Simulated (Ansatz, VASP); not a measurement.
FeO: VASP beside Ansatz

File INCAR:

```
SYSTEM = FeO
ALGO = Normal
EDIFF = 1E-7
ENCUT = 520
GGA = CA
ISIF = 2
ISMEAR = -1
ISPIN = 2
LASPH = .TRUE.
LCHARG = .FALSE.
LMAXMIX = 4
LORBIT = 11
LREAL = .FALSE.
LWAVE = .FALSE.
MAGMOM = 3 0
NBANDS = 18
NELM = 150
PREC = Accurate
SIGMA = 0.05
```

The input KPOINTS:

```
k-points
0
G
  11 11 11
  0 0 0
```

Contents of POSCAR:

```
FeO
1.0
    1.5188209023      0.8768916568      2.5195772846
   -1.5188209023      0.8768916568      2.5195772846
    0.0000000000     -1.7537833136      2.5195772846
Fe O
1 1
Direct
    0.0000000000      0.0000000000      0.0000000000
    0.5000000000      0.5000000000      0.5000000000
```

The input input.yaml:

```yaml
crystal:
  lattice:
    - [1.5188209023, 0.8768916568, 2.5195772846]
    - [-1.5188209023, 0.8768916568, 2.5195772846]
    - [0.0, -1.7537833136, 2.5195772846]
  atoms:
    - { symbol: Fe, position: [0.0, 0.0, 0.0], spin: 3.0 }
    - { symbol: O, position: [0.5, 0.5, 0.5] }
kpoints:
  mp_grid: { grid: [11, 11, 11] }
scf:
  occupations: { method: fermi_dirac, width: 0.05 }
hamiltonian:
  xc: lda
  pseudopotentials: { kind: all_electron, lapw: { basis_error: 0.001 } }
magnetization:
  spin_polarized: true
output:
  forces: true
  stress: true
  eigenvalues: true
```

Alike in both runs: task single point; functional LDA; k mesh 11 × 11 × 11; occupations fermi-dirac, width 0.05 eV; collinear spin.

|  | VASP | Ansatz |
| --- | --- | --- |
| version | VASP 6.6.1 | Ansatz 0.2.0 |
| potentials or method | VASP PAW LDA potentials, release 64 (Fe, O), cutoff 520 eV | all-electron LAPW, scalar-relativistic |

|  | VASP | Ansatz | Ansatz less VASP |
| --- | --- | --- | --- |
| gap on the k mesh at the Fermi level (eV) | none | none | - |
| pressure (GPa) | -16.2 | -16.4 | -0.29 |
| traceless stress, the component that is largest in VASP (GPa) | -0.75 | -0.74 | +0.019 |
| net moment per atom (μB) | 2.00 | 2.00 | +0.003 |
| size of the moment on the site where the two differ most (μB) | 0.32 | 0.34 | +0.022 |

LDA's correlation is that of Perdew and Zunger in VASP and of Perdew and Wang (1992) in Ansatz. Site moments also hang on the region over which each program counts them. A gap of «none» marks a metal or a gap that the smearing closes. Ansatz ran all-electron here, and VASP with PAW potentials.
